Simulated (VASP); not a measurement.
Input of a VASP 6.6.1 run:

File INCAR:

```
SYSTEM = KZnF3
  PREC = Accurate
  ENCUT = 600
  EDIFF = 1E-6
  ISMEAR = 0
  SIGMA = 0.02
  LREAL = .FALSE.
  LASPH = .TRUE.
  NELM = 100
  ALGO = Normal
  ISIF = 3
  LWAVE = .FALSE.
  LCHARG = .FALSE.
  GGA = PS
  IBRION = 2
  NSW = 100
  EDIFFG = -0.005
```

The input KPOINTS:

```
Automatic mesh
0
G
  6 6 6
  0 0 0
```

Contents of POSCAR:

```
KZnF3
1.0
    4.0474167900      0.0000000000      0.0000000000
    0.0000000000      4.0474167900      0.0000000000
    0.0000000000      0.0000000000      4.0474167900
K Zn F
1 1 3
Direct
    0.0000000000      0.0000000000      0.0000000000
    0.5000000000      0.5000000000      0.5000000000
    0.0000000000      0.5000000000      0.5000000000
    0.5000000000      0.0000000000      0.5000000000
    0.5000000000      0.5000000000      0.0000000000
```

Potentials or basis: VASP PAW PBE potentials, release 64 (K_sv, Zn, F).

Launch:

```console
$ cat potpaw_PBE.64/K_sv/POTCAR potpaw_PBE.64/Zn/POTCAR potpaw_PBE.64/F/POTCAR > POTCAR
$ mpirun -np 1 vasp_std > vasp.out
```

Q: Predict the band gap on the k mesh.

A: 3.63 eV (least direct gap 5.45 eV).

Q: Estimate the relaxed volume.

A: 13.35 Å³/atom.

Final structure:
```cif
data_structure
_symmetry_space_group_name_H-M 'P 1'
_symmetry_Int_Tables_number 1
_cell_length_a 4.0570
_cell_length_b 4.0570
_cell_length_c 4.0570
_cell_angle_alpha 90.000
_cell_angle_beta 90.000
_cell_angle_gamma 90.000
_cell_volume 66.77
loop_
_atom_site_label
_atom_site_type_symbol
_atom_site_fract_x
_atom_site_fract_y
_atom_site_fract_z
_atom_site_occupancy
K1 K 0.00000 0.00000 0.00000 1
Zn1 Zn 0.50000 0.50000 0.50000 1
F1 F 0.00000 0.50000 0.50000 1
F2 F 0.50000 0.00000 0.50000 1
F3 F 0.50000 0.50000 0.00000 1
```

Caveat: the PAW data sets were made with another functional, which shifts forces and pressure a little. A k mesh can miss the band edges.
